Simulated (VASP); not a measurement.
# Co (P6_3/mmc) in VASP: a series of runs

The runs below take Co through single point, with PBE.

All numbers are computed with VASP 6.6.1; they aren't measurements. Logs are shortened: lines on timing, memory, paths and dates and some standing lists are left out, and cuts for length are marked.

**1. The cell of the first run**

The structure is hexagonal, space group P6_3/mmc (No. 194). Conventional cell: a = 2.492 Å, b = 2.492 Å, c = 4.033 Å, α = 90.00°, β = 90.00°, γ = 120.00°. Co (site symmetry -6m2) has 12 Co at 2.48 to 2.49 Å within 3.3 Å.

**2. Single point, PBE, collinear spin, ferromagnetic start**

Input file INCAR:

```
PREC     = Accurate       # precision mode
ENCUT    = 520            # plane-wave cutoff, eV
EDIFF    = 1E-6           # SCF threshold, eV
ISMEAR   = 0              # smearing method
SIGMA    = 0.1            # smearing width, eV
LREAL    = F              # projectors in reciprocal space
LASPH    = T              # aspherical terms in the spheres
NELM     = 150            # most SCF steps
ALGO     = Normal         # electronic algorithm
ISIF     = 2              # what is computed and relaxed
LWAVE    = F              # write WAVECAR
LCHARG   = T              # write CHGCAR
ISPIN    = 2              # spin polarisation
MAGMOM   = 1.84 1.84      # initial moments
LORBIT   = 11             # projections on sites
LMAXMIX  = 4              # l up to which the mixer works
GGA      = PE             # functional
LELF     = T              # ELF
LVHAR    = T            
NBANDS   = 20             # bands
```

Input file KPOINTS:

```
regular mesh
0
Gamma
  15 15 9
```

Input file POSCAR:

```
Co
1.0
    2.4922554825      0.0000000000      0.0000000000
   -1.2461277413      2.1583565606      0.0000000000
    0.0000000000      0.0000000000      4.0333188402
Co
2
Direct
    0.3333333333      0.6666666667      0.2500000000
    0.6666666667      0.3333333333      0.7500000000
```

Potentials or basis: VASP PAW PBE potentials, release 64 (Co).

Command:

```
cat potpaw_PBE.64/Co/POTCAR > POTCAR
mpirun -np 1 vasp_std > vasp.out
```

OUTCAR:

```text
PREC = Accurate
   ENCUT = 520
   EDIFF = 1E-6
   ISMEAR = 0
   LREAL = F
   LASPH = T
   NELM = 150
   ISIF = 2
   ISPIN = 2
   LORBIT = 11
   GGA = PE

 ion  position               nearest neighbor table
   1  0.333  0.667  0.250-   2 2.48   2 2.48   2 2.48   2 2.48   2 2.48   2 2.48
   2  0.667  0.333  0.750-   1 2.48   1 2.48   1 2.48   1 2.48   1 2.48   1 2.48

  LATTYP: Found a hexagonal cell.
 ALAT       =     2.4922554825
 C/A-ratio  =     1.6183408437

  Lattice vectors:

 A1 = (   2.4922554825,   0.0000000000,   0.0000000000)
 A2 = (  -1.2461277413,   2.1583565606,   0.0000000000)
 A3 = (   0.0000000000,   0.0000000000,   4.0333188402)

Analysis of symmetry for initial positions (statically):
=====================================================================
 Subroutine PRICEL returns:
 Original cell was already a primitive cell.

 Routine SETGRP: Setting up the symmetry group for a
 hexagonal supercell.

 Subroutine GETGRP returns: Found 24 space group operations
 (whereof 12 operations were pure point group operations)
 out of a pool of 24 trial point group operations.

The static configuration has the point symmetry D_3d.
 The point group associated with its full space group is D_6h.

Analysis of symmetry for dynamics (positions and initial velocities):
=====================================================================
 Subroutine PRICEL returns:
 Original cell was already a primitive cell.

 Routine SETGRP: Setting up the symmetry group for a
 hexagonal supercell.

 Subroutine GETGRP returns: Found 24 space group operations
 (whereof 12 operations were pure point group operations)
 out of a pool of 24 trial point group operations.

The dynamic configuration has the point symmetry D_3d.
 The point group associated with its full space group is D_6h.

Analysis of structural, dynamic, and magnetic symmetry:
=====================================================================
 Subroutine PRICEL returns:
 Original cell was already a primitive cell.

 Routine SETGRP: Setting up the symmetry group for a
 hexagonal supercell.

 Subroutine GETGRP returns: Found 24 space group operations
 (whereof 12 operations were pure point group operations)
 out of a pool of 24 trial point group operations.

The overall configuration has the point symmetry D_3d.
 The point group associated with its full space group is D_6h.

 Subroutine INISYM returns: Found 24 space group operations
 (whereof 12 operations are pure point group operations),
 and found     1 'primitive' translations

----------------------------------------------------------------------------------------

                                     Primitive cell

  volume of cell :      21.6959

  direct lattice vectors                    reciprocal lattice vectors
     2.492255483  0.000000000  0.000000000     0.401242973  0.231657739  0.000000000
    -1.246127741  2.158356561  0.000000000     0.000000000  0.463315477  0.000000000
     0.000000000  0.000000000  4.033318840     0.000000000  0.000000000  0.247934775

  length of vectors
     2.492255483  2.492255483  4.033318840     0.463315477  0.463315477  0.247934775

  position of ions in fractional coordinates (direct lattice)
     0.333333333  0.666666667  0.250000000
     0.666666667  0.333333333  0.750000000

  ion indices of the primitive-cell ions
   primitive index   ion index
                 1           1
                 2           2

----------------------------------------------------------------------------------------

 KPOINTS: regular mesh

Automatic generation of k-mesh.
 Grid dimensions read from file:
 generate k-points for:   15   15    9

 Generating k-lattice:

  Cartesian coordinates                     Fractional coordinates (reciprocal lattice)
     0.026749532  0.015443849  0.000000000     0.066666667  0.000000000  0.000000000
     0.000000000  0.030887698  0.000000000     0.000000000  0.066666667  0.000000000
     0.000000000  0.000000000  0.027548308     0.000000000  0.000000000  0.111111111

  Length of vectors
     0.030887698  0.030887698  0.027548308

  Shift w.r.t. Gamma in fractional coordinates (k-lattice)
     0.000000000  0.000000000  0.000000000

 Subroutine IBZKPT returns following result:
 ===========================================

 Found    135 irreducible k-points:

 Following reciprocal coordinates:
            Coordinates               Weight
  0.000000  0.000000  0.000000      1.000000
  0.066667  0.000000  0.000000      6.000000
  0.133333 -0.000000  0.000000      6.000000
  0.200000 -0.000000  0.000000      6.000000
  0.266667 -0.000000  0.000000      6.000000
  0.333333  0.000000  0.000000      6.000000
[... 16 lines left out ...]
  0.333333  0.200000  0.000000     12.000000
  0.400000  0.200000  0.000000      6.000000
 [... further k-points ...]
   k-points           NKPTS =    135   k-points in BZ     NKDIM =    135   number of bands    NBANDS=     20
   number of dos      NEDOS =    301   number of ions     NIONS =      2
   total plane-waves  NPLWV =  12000
   dimension x,y,z NGX =    20 NGY =   20 NGZ =   30
   dimension x,y,z NGXF=    40 NGYF=   40 NGZF=   60
   ions per type =               2
   NGX,Y,Z   is equivalent  to a cutoff of  13.34, 13.34, 12.37 a.u.
   NGXF,Y,Z  is equivalent  to a cutoff of  26.68, 26.68, 24.73 a.u.
 SYSTEM =  unknown system
   PREC   = accura    normal or accurate (medium, high low for compatibility)
   ISTART =      0    job   : 0-new  1-cont  2-samecut
   ICHARG =      2    charge: 1-file 2-atom 10-const
   ISPIN  =      2    spin polarized calculation?
   LNONCOLLINEAR =      F non collinear calculations
   LSORBIT =      F    spin-orbit coupling
   LASPH  =      T    aspherical Exc in radial PAW
   ENCUT  =  520.0 eV  38.22 Ry    6.18 a.u.   4.63  4.63  7.50*2*pi/ulx,y,z
   NELM   =    150;   NELMIN=  2; NELMDL= -5     # of ELM steps
   EDIFF  = 0.1E-05   stopping-criterion for ELM
   LREAL  =      F    real-space projection
   EDIFFG = 0.1E-04   stopping-criterion for IOM
   NSW    =      0    number of steps for IOM
   IBRION =     -1    ionic relax: 0-MD 1-quasi-New 2-CG
   NFREE  =      0    steps in history (QN), initial steepest desc. (CG)
   ISIF   =      2    stress and relaxation
   ISYM   =      2    0-nonsym 1-usesym 2-fastsym
   POTIM  = 0.5000    time-step for ionic-motion
   TEBEG  =    0.0;   TEEND  =   0.0 temperature during run
   PSTRESS=    0.0 pullay stress
   NELECT =      18.0000    total number of electrons
   NUPDOWN=      -1.0000    fix difference up-down
   EMIN   =  10.00;   EMAX   =-10.00  energy-range for DOS
   EFERMI =   0.00;   METHOD = LEGACY
   ISMEAR =     0;   SIGMA  =   0.10  broadening in eV -4-tet -1-fermi 0-gaus
   EFERMI_NEDOS =   21; number of points for ismear=-14 and -15
   IALGO  =     38    algorithm
   IMIX   =      4    mixing-type and parameters
     AMIX     =   0.40;   BMIX     =  1.00
     AMIX_MAG =   1.60;   BMIX_MAG =  1.00
  volume/ion in A,a.u.               =      10.85        73.21
  Fermi-wavevector in a.u.,A,eV,Ry     =   1.538295  2.906956 32.196157  2.366351
  Thomas-Fermi vector in A             =   2.644683
   LORBIT       =     11    0 simple, 1 ext, 2 COOP (PROOUT), +10 PAW based schemes
   GGA     = PE    functional components
   LHFCALC =     F    Hartree Fock is set to
   AEXX    =    0.0000 exact exchange contribution
   IVDW    =     0    specifies the selected vdW correction
   LEPSILON=     F    determine dielectric tensor
   LRPA    =     F    only Hartree local field effects (RPA)
 spin polarized calculation
 Gauss-broadening in eV      SIGMA  =   0.10
  energy-cutoff  :      520.00
  volume of cell :       21.70
 maximum number of plane-waves:       599
 NGX is ok and might be reduce to    20
   NGX =  9   NGY =  9   NGZ = 15

 number of electron      17.9999997 magnetization       3.2208918

 Free energy of the ion-electron system (eV)
  ---------------------------------------------------
  ext. energy  EPLUGINS =         0.00000000
  ---------------------------------------------------
  free energy    TOTEN  =       -14.07770052 eV

  energy without entropy =      -14.06942662  energy(sigma->0) =      -14.07356357

 E-fermi :  10.2518     XC(G=0): -13.4041

 val. band max:       10.2474124501   @ k =   0.2000  -0.0000   0.1111
 cond. band min:      10.2519633316   @ k =   0.4000   0.0667   0.3333
 fundamental gap:      0.0045508815
 Fermi energy:        10.2518243206

 spin component 1

 k-point     1 :       0.0000    0.0000    0.0000
  band No.  band energies     occupation
      1       1.3510      1.00000
      2       5.1303      1.00000
      3       7.6453      1.00000
      4       7.6694      1.00000
      5       7.6694      1.00000
      6       7.9799      1.00000
[... 12 lines left out ...]
     19      36.1648      0.00000
     20      36.1648      0.00000
[... 507 lines left out ...]
 k-point    24 :       0.4000    0.2000    0.0000
  band No.  band energies     occupation
      1       5.9141      1.00000
      2       6.0136      1.00000
      3       6.0249      1.00000
      4       7.0265      1.00000
      5       7.3698      1.00000
      6       7.6017      1.00000
[... 12 lines left out ...]
     19      29.6203      0.00000
     20      39.0390      0.00000

 [... further k-points ...]

 spin component 2

 k-point     1 :       0.0000    0.0000    0.0000
  band No.  band energies     occupation
      1       1.3416      1.00000
      2       6.0715      1.00000
      3       9.2754      1.00000
      4       9.3101      1.00000
      5       9.3101      1.00000
      6       9.6745      1.00000
[... 12 lines left out ...]
     19      36.4527      0.00000
     20      36.4527      0.00000
[... 507 lines left out ...]
 k-point    24 :       0.4000    0.2000    0.0000
  band No.  band energies     occupation
      1       6.9529      1.00000
      2       7.1891      1.00000
      3       7.2082      1.00000
      4       7.8919      1.00000
      5       8.9292      1.00000
      6       9.0876      1.00000
[... 12 lines left out ...]
     19      29.9646      0.00000
     20      39.3241      0.00000

 [... further k-points ...]
[... 5 lines left out ...]
  --------------------------------------------------------------------------------------
  -------------------------------------------------------------------------------------
  Total       -0.0339838     -0.0339838     -0.1026048      0.0000000      0.0000000      0.0000000
  in kB       -2.5096008     -2.5096008     -7.5770444      0.0000000      0.0000000      0.0000000
  external PRESSURE =      -4.1987486 kB  Pullay stress =       0.0000000 kB

 VOLUME and BASIS-vectors are now :
 -----------------------------------------------------------------------------
  energy-cutoff  :      520.00
  volume of cell :       21.70
      direct lattice vectors                 reciprocal lattice vectors
     2.492255483  0.000000000  0.000000000     0.401242973  0.231657739  0.000000000
    -1.246127741  2.158356561  0.000000000     0.000000000  0.463315477  0.000000000
     0.000000000  0.000000000  4.033318840     0.000000000  0.000000000  0.247934775

 POSITION                                       TOTAL-FORCE (eV/Angst)
 -----------------------------------------------------------------------------------
     -0.00000      1.43890      1.00833         0.000000     -0.000000      0.000000
      1.24613      0.71945      3.02499        -0.000000      0.000000      0.000000
 -----------------------------------------------------------------------------------
    total drift:                               -0.000000     -0.000000     -0.000000

  FREE ENERGIE OF THE ION-ELECTRON SYSTEM (eV)
  ---------------------------------------------------
  free  energy   TOTEN  =       -14.0777005216 eV

  energy  without entropy=      -14.0694266209  energy(sigma->0) =      -14.07356357

 total charge

# of ion       s       p       d       tot
------------------------------------------
    1        0.489   0.521   7.263   8.273
    2        0.489   0.521   7.263   8.273
--------------------------------------------------
tot          0.977   1.042  14.527  16.546

 magnetization (x)

# of ion       s       p       d       tot
------------------------------------------
    1       -0.015  -0.055   1.701   1.631
    2       -0.015  -0.055   1.701   1.631
--------------------------------------------------
tot         -0.030  -0.110   3.402   3.262
```

It took 48 s on 1 thread of Oxide Virtual Turin-like, shared host; peak memory 0.17 GiB.

What came out:

* Free energy: -14.0777 eV
* Pressure: -0.4 GPa
* Net moment: 3.22 μB per cell
* Site moments: Co +1.63 μB
* Valence electrons inside the program's atomic spheres: Co 8.27

**3. Single point, PBE, collinear spin, ferromagnetic start**

Input file INCAR:

```
PREC = Accurate
ENCUT = 520
EDIFF = 1E-7
ISMEAR = 0
SIGMA = 0.1
LREAL = False
LASPH = True
NELM = 150
ALGO = Fast
ISIF = 2
LWAVE = False
LCHARG = False
ISPIN = 2
MAGMOM = 1.87 1.87
LORBIT = 11
LMAXMIX = 4
GGA = PE
NBANDS = 20
```

Input file KPOINTS:

```
Automatic mesh
0
Gamma
  18 18 10
```

POSCAR is that of step 2.

Potentials or basis: VASP PAW PBE potentials, release 64 (Co).

Command:

```
cat potpaw_PBE.64/Co/POTCAR > POTCAR
mpirun -np 1 vasp_std > vasp.out
```

Run time: 2.4 min. Hardware: 1 thread of Oxide Virtual Turin-like, shared host; peak memory 0.21 GiB.

It converged, with:

```yaml
Free_energy: -14.0762 eV
Pressure: -0.6 GPa
Net_moment: 3.19 μB per cell
Site_moments: Co +1.61 μB
Valence_electrons_inside_the_program's_atomic_spheres: Co 8.27
```

Stress tensor (GPa, compression positive):
```
-0.61  0.00  0.00
 0.00 -0.61  0.00
 0.00  0.00 -0.72
```

Levels at points of the mesh, in eV from the Fermi level:
Spin up:
| k point | band 8 | band 9 | band 10 | band 11 | band 12 | band 13 | band 14 | band 15 |
| --- | --- | --- | --- | --- | --- | --- | --- | --- |
| (0.00, 0.00, 0.00) | -1.93 | -1.93 | -0.83 | -0.83 | -0.07 | 6.35 | 21.99 | 24.56 |
| (0.50, 0.00, 0.00) | -0.69 | -0.61 | -0.54 | 1.31 | 3.32 | 9.69 | 10.34 | 12.74 |
| (0.00, 0.00, 0.50) | -2.65 | -1.14 | -1.14 | -1.14 | -1.14 | 15.01 | 15.01 | 22.72 |
| (0.50, 0.00, 0.50) | -1.06 | -0.60 | -0.60 | 1.61 | 1.61 | 7.27 | 7.27 | 18.36 |
Spin down:
```
           k point  band 5  band 6  band 7  band 8  band 9  band 10
(0.00, 0.00, 0.00)   -0.96   -0.60   -0.60   -0.17   -0.17    -0.15
(0.50, 0.00, 0.00)   -1.11   -1.03   -0.62    1.17    1.31     1.34
(0.00, 0.00, 0.50)   -1.02   -1.02   -1.02   -1.02    0.71     0.71
(0.50, 0.00, 0.50)   -0.06   -0.06    0.25    0.25    1.27     1.27
```
